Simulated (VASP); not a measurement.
Write the native input for VASP 6.6.1 that does the following.

| Quantity | Value |
| --- | --- |
| Task | relaxation of cell and atoms |
| Functional | BLYP |
| Dispersion | D3(BJ) |
| Potentials or basis | VASP PAW PBE potentials, release 64 (Sb) |
| Cutoff | 600 eV |
| k mesh | 8 × 8 × 8 |
| Occupations | fermi-dirac, width 0.05 eV |
| Spin | no spin polarisation |
| Dipole correction | no |
| Further INCAR settings | ALGO = Normal; EDIFF = 1e-06; IBRION = 2; EDIFFG = -0.01; NSW = 60; ISIF = 3 |

The structure of Sb lies in POSCAR:

```
Sb
1.0
    3.1600000000      0.0000000000      0.0000000000
    0.0000000000      3.1600000000      0.0000000000
    0.0000000000      0.0000000000      3.1600000000
Sb
1
Direct
    0.0000000000      0.0000000000      0.0000000000
```

One way to write it, as run:

INCAR

```
SYSTEM = Sb
PREC = Accurate
ENCUT = 600
EDIFF = 1E-6
ISMEAR = -1
SIGMA = 0.05
LREAL = .False.
LASPH = .True.
NELM = 60
ALGO = Normal
ISIF = 3
LWAVE = .False.
LCHARG = .False.
GGA = B5
ALDAX = 1.0
AGGAX = 1.0
AGGAC = 1.0
ALDAC = 0.0
IVDW = 12
VDW_S6 = 1.0
VDW_S8 = 2.6996
VDW_A1 = 0.4298
VDW_A2 = 4.2359
IBRION = 2
NSW = 60
EDIFFG = -0.01
```

KPOINTS

```
Automatic mesh
0
Gamma
  8 8 8
  0 0 0
```

Potentials or basis: VASP PAW PBE potentials, release 64 (Sb).

The run is started by

```sh
$ cat potpaw_PBE.64/Sb/POTCAR > POTCAR
$ mpirun -np 1 vasp_std > vasp.out
```

Results of the run:

```yaml
Relaxed_volume: 29.33 Å³/atom
Relaxed_cell: a = 3.084 Å, b = 3.084 Å, c = 3.084 Å, α = 90.00°, β = 90.00°, γ = 90.00°
Space_group_after_relaxing_to_0.05_Å: Pm-3m (No. 221)
Energy_gained_by_relaxing: 28.7 meV/atom
Ionic_steps: 3
Pressure_after_relaxing: 0.0 GPa
Dispersion_energy_per_atom: -1.146 eV
```

Caveat: the PAW data sets were made with another functional, which shifts forces and pressure a little; pairwise dispersion overbinds metals, which lowers pressure and volume.

Run time: 17 s on 1 thread of Intel(R) Xeon(R) 6975P-C (Granite Rapids), with other jobs on the host, peak memory 0.17 GiB.
